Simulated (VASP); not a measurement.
Sn3Se, 4 atoms in the cell. It takes space group I4mm (No. 107, tetragonal). Conventional cell: a = 5.173 Å, b = 5.173 Å, c = 7.316 Å, α = 90.00°, β = 90.00°, γ = 90.00°. Within 4.2 Å of Sn (site symmetry 2mm) lie 10 Sn at 3.16 to 3.66 Å and 4 Se at 3.17 Å. Within 4.2 Å of Sn (site symmetry 4mm) lie 8 Sn at 3.16 to 3.18 Å and 6 Se at 3.64 to 3.67 Å. Se (site symmetry 4mm) has 14 Sn at 3.17 to 3.67 Å within 4.2 Å.  This cell differs from its parent crystal: atom 3 (Sn) moved +0.017 Å along Cartesian [0 0 1].

| Property | Result |
| --- | --- |
| Program | VASP 6.6.1 |
| Task | single point |
| Functional | PBEsol |
| Potentials or basis | VASP PAW PBE potentials, release 64 (Sn_d, Se) |
| Cutoff | 520 eV |
| k mesh | 12 × 12 × 12 |
| Occupations | gaussian, width 0.15 eV |
| Spin | no spin polarisation |
| Dipole correction | no |
| Further INCAR settings | ALGO = Normal; EDIFF = 1e-07; NBANDS = 32 |

Potentials or basis: VASP PAW PBE potentials, release 64 (Sn_d, Se).

Launch:

```sh
$ cat potpaw_PBE.64/Sn_d/POTCAR potpaw_PBE.64/Se/POTCAR > POTCAR
$ mpirun -np 1 vasp_std > vasp.out
```

Hardware: 1 thread of Intel(R) Xeon(R) 6975P-C (Granite Rapids) (shared host).

Problem. How long does it take, and how much memory?

Solution. Run time: 3.8 min on 1 thread of Intel(R) Xeon(R) 6975P-C (Granite Rapids), with other jobs on the host, peak memory 0.55 GiB. Counts: scf iterations 14, k points 163.
